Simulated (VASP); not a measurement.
Write the native input for VASP 6.6.1 that does the following.

| Quantity | Value |
| --- | --- |
| Task | single point |
| Functional | PBE |
| Potentials or basis | VASP PAW PBE potentials, release 64 (Ga_d, Sb) |
| Cutoff | 520 eV |
| k mesh | 12 × 12 × 14 |
| Occupations | gaussian, width 0.1 eV |
| Spin | no spin polarisation |
| Dipole correction | no |
| Further INCAR settings | ALGO = Normal; EDIFF = 1e-06; NBANDS = 18 |

The structure of GaSb2 lies in POSCAR:

```
GaSb2
1.0
    5.3897427244      0.0000000000      0.0000000000
   -2.6948713622      4.6676541193      0.0000000000
    0.0000000000      0.0000000000      3.1521406140
Ga Sb
1 2
Direct
    0.0000000000      0.0000000000      0.0000000000
    0.3333333333      0.6666666667      0.5000000000
    0.6666666667      0.3333333333      0.5000000000
```

One way to write it, as run:

INCAR

```
SYSTEM = GaSb2
PREC = Accurate
ENCUT = 520
EDIFF = 1E-6
ISMEAR = 0
SIGMA = 0.1
LREAL = .False.
LASPH = .True.
NELM = 100
ALGO = Normal
ISIF = 2
LWAVE = .False.
LCHARG = .False.
GGA = PE
NBANDS = 18
```

KPOINTS

```
Automatic mesh
0
Gamma
  12 12 14
  0 0 0
```

Potentials or basis: VASP PAW PBE potentials, release 64 (Ga_d, Sb).

Launch:

```bash
$ cat potpaw_PBE.64/Ga_d/POTCAR potpaw_PBE.64/Sb/POTCAR > POTCAR
$ mpirun -np 1 vasp_std > vasp.out
```

It gave:

```
Pressure : 0.0 GPa
```

It took 51 s on 1 thread of Intel(R) Xeon(R) 6975P-C (Granite Rapids) (shared host), peak memory 0.35 GiB.
